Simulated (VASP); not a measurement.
A run of VASP 6.6.1 is set up as follows.

INCAR

```
SYSTEM = B
ALGO     = Normal         ! electronic algorithm
EDIFF    = 1E-6           ! SCF threshold, eV
EDIFFG   = -0.005         ! ionic threshold
ENCUT    = 600            ! plane-wave cutoff, eV
GGA      = PS             ! functional
IBRION   = 2              ! ionic algorithm
ISIF     = 3              ! what is computed and relaxed
ISMEAR   = -1             ! smearing method
LASPH    = .TRUE.         ! aspherical terms in the spheres
LCHARG   = .FALSE.        ! write CHGCAR
LREAL    = .FALSE.        ! projectors in reciprocal space
LWAVE    = .FALSE.        ! write WAVECAR
NELM     = 80             ! most SCF steps
NSW      = 32             ! ionic steps
PREC     = Accurate       ! precision mode
PSTRESS  = 1900.0       
SIGMA    = 0.1            ! smearing width, eV
```

Contents of KPOINTS:

```
k-points
0
G
  25 25 25
  0 0 0
```

Contents of POSCAR:

```
B
1.0
    0.0000000000      1.2676522678      1.2676522678
    1.2676522678      0.0000000000      1.2676522678
    1.2676522678      1.2676522678      0.0000000000
B
1
Direct
    0.0000000000      0.0000000000      0.0000000000
```

Potentials or basis: VASP PAW PBE potentials, release 64 (B).

The run is started by

```bash
$ cat potpaw_PBE.64/B/POTCAR > POTCAR
$ mpirun -np 1 vasp_std > vasp.out
```

Problem. What does it give for the relaxed volume?

Solution. 4.08 Å³/atom.

Problem. Predict the relaxed cell.

Solution. a = 1.793 Å, b = 1.793 Å, c = 1.793 Å, α = 60.00°, β = 60.00°, γ = 60.00°.

Step by step:
| step | energy change (eV) | largest force (eV/Å) | pressure (GPa) | volume (Å³) |
| --- | --- | --- | --- | --- |
| 1 | 0.0000 | 0.0000 | 190.90 | 4.07 |
| 2 | -0.0159 | 0.0000 | 188.05 | 4.09 |
| 3 | -0.0050 | 0.0000 | 189.98 | 4.08 |

Caveat: the cell is relaxed towards a set pressure, so the enthalpy falls and the energy may rise; the PAW data sets were made with another functional, which shifts forces and pressure a little.
